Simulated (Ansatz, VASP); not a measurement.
# One calculation of MgSe, two programs

```
Mg Se
1.0
     0.00000    2.75432    2.75432
     2.75432    0.00000    2.75432
     2.75432    2.75432    0.00000
Mg Se
1 1
Direct
  0.00000 0.00000 0.00000
  0.50000 0.50000 0.50000
```

Alike in both runs: functional PBE; k mesh 8 × 8 × 8; occupations gaussian, width 0.02 eV; no spin polarisation.

Ansatz relaxed the structure, and its values are those at the end. VASP's run is a single point on that final structure, the one shown.

|  | VASP | Ansatz |
| --- | --- | --- |
| version | VASP 6.6.1 | Ansatz 0.2.0 |
| potentials or method | VASP PAW PBE potentials, release 64 (Mg, Se), cutoff 600 eV | scalar-relativistic, plane waves, PAW |
| valence electrons in the cell | 8 | 26 |

VASP gave:

```
gap on the k mesh at the Fermi level (eV) : 1.75
least direct gap on the mesh (eV)         : 2.39
pressure (GPa)                            : -0.1
```

Problem. What did Ansatz give for the same quantities?

Solution. gap on the k mesh at the Fermi level (eV): 1.77; least direct gap on the mesh (eV): 2.40; pressure (GPa): 0.0.

VASP's potentials hold 8 valence electrons a cell and Ansatz's 26, so a difference there can come from the potentials and not from the codes.
